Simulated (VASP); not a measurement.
LiPS3, 10 atoms in the cell. Symmetry: P-6c2, No. 188, hexagonal system. The conventional cell has a = 6.364 Å, b = 6.364 Å, c = 5.700 Å, α = 90.00°, β = 90.00°, γ = 120.00°. Within 3.4 Å of Li (site symmetry 32) lie 6 S at 2.55 Å and 2 Li at 2.85 Å. P (site symmetry 32) has 6 S at 2.53 Å and 2 P at 2.85 Å within 3.3 Å. Within 3.3 Å of S (site symmetry m) lie 2 P at 2.53 Å and 2 Li at 2.55 Å. The cell was built from a structure type or drawn by symmetry, and may not be a known phase.

- Program: VASP 6.6.1
- Task: relaxation of cell and atoms
- Functional: PBE
- Potentials or basis: VASP PAW PBE potentials, release 64 (Li_sv, P, S)
- Cutoff: 750 eV
- k mesh: 2 × 2 × 2
- Occupations: gaussian, width 0.15 eV
- Spin: no spin polarisation
- Dipole correction: no
- Further INCAR settings: ALGO = Normal; EDIFF = 1e-07; IBRION = 2; EDIFFG = -0.08; NSW = 36; ISIF = 3

Potentials or basis: VASP PAW PBE potentials, release 64 (Li_sv, P, S).

Command:

```console
$ cat potpaw_PBE.64/Li_sv/POTCAR potpaw_PBE.64/P/POTCAR potpaw_PBE.64/S/POTCAR > POTCAR
$ mpirun -np 1 vasp_std > vasp.out
```

Hardware: 1 thread of Intel(R) Xeon(R) 6975P-C (Granite Rapids) (shared host).

Problem. Estimate the wall time of this run.

Solution. Run time: 5 min on 1 thread of Intel(R) Xeon(R) 6975P-C (Granite Rapids), on a shared host, peak memory 0.48 GiB. Counts: scf iterations 99, k points 4, ion steps 9.
